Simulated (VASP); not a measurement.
**Mg: electric field gradients with LDA**

The system is Mg.

```
Mg
1.0
    -1.48141    1.48141    1.48141
     1.48141   -1.48141    1.48141
     1.48141    1.48141   -1.48141
Mg
1
Direct
  0.00000 0.00000 0.00000
```

This cell differs from its parent crystal: volume scaled by 1.01.

```yaml
Program: VASP 6.6.1
Task: electric field gradients
Functional: LDA
Potentials_or_basis: VASP PAW LDA potentials, release 64 (Mg)
Cutoff: 520 eV
k_mesh: 19 × 19 × 19
Occupations: fermi-dirac, width 0.03 eV
Spin: no spin polarisation
Dipole_correction: no
Further_INCAR_settings: ALGO = Normal; EDIFF = 1e-08; NBANDS = 7
```

- Pressure: 53.8 GPa
- Band gap on the k mesh: zero (band 1 reaches 9.66 eV, above the bottom of band 2 at 5.42 eV)

Levels at points of the mesh, in eV from the Fermi level:
```
           k point  band 1  band 2  band 3  band 4  band 5
(0.00, 0.00, 0.00)   -9.81   17.13   17.13   17.13   19.98
```

Wall time 11 s on 1 thread of Intel(R) Xeon(R) Platinum 8559C (Emerald Rapids), on a shared host, peak memory 0.13 GiB.

Caveat: without QUAD_EFG the Cq values of the log hold for a quadrupole moment of 1 mb, not for the nuclei.
